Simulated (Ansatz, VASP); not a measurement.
# CdC3: VASP beside Ansatz

```
Cd C
1.0
     3.53379    0.00000    0.00000
     0.00000    3.53379    0.00000
     0.00000    0.00000    3.52707
Cd C
1 3
Direct
  0.00000 0.00000 0.00000
  0.00000 0.50000 0.50000
  0.50000 0.00000 0.50000
  0.50000 0.50000 0.00000
```

Alike in both runs: functional PBE; k mesh 14 × 14 × 14; occupations gaussian, width 0.1 eV; no spin polarisation.

Ansatz relaxed the structure, and its values are those at the end. VASP's run is a single point on that final structure, the one shown.

```csv
,VASP,Ansatz
version,VASP 6.6.1,Ansatz 0.2.0
potentials or method,"VASP PAW PBE potentials, release 64 (Cd, C), cutoff 520 eV","scalar-relativistic, plane waves, PAW"
valence electrons in the cell,24,32
```

|  | VASP | Ansatz | Ansatz less VASP |
| --- | --- | --- | --- |
| gap on the k mesh at the Fermi level (eV) | none | none | - |
| pressure (GPa) | 1.1 | 0.0 | -1.15 |

A gap of «none» marks a metal or a gap that the smearing closes. VASP's potentials hold 24 valence electrons a cell and Ansatz's 32, so a difference there can come from the potentials and not from the codes.
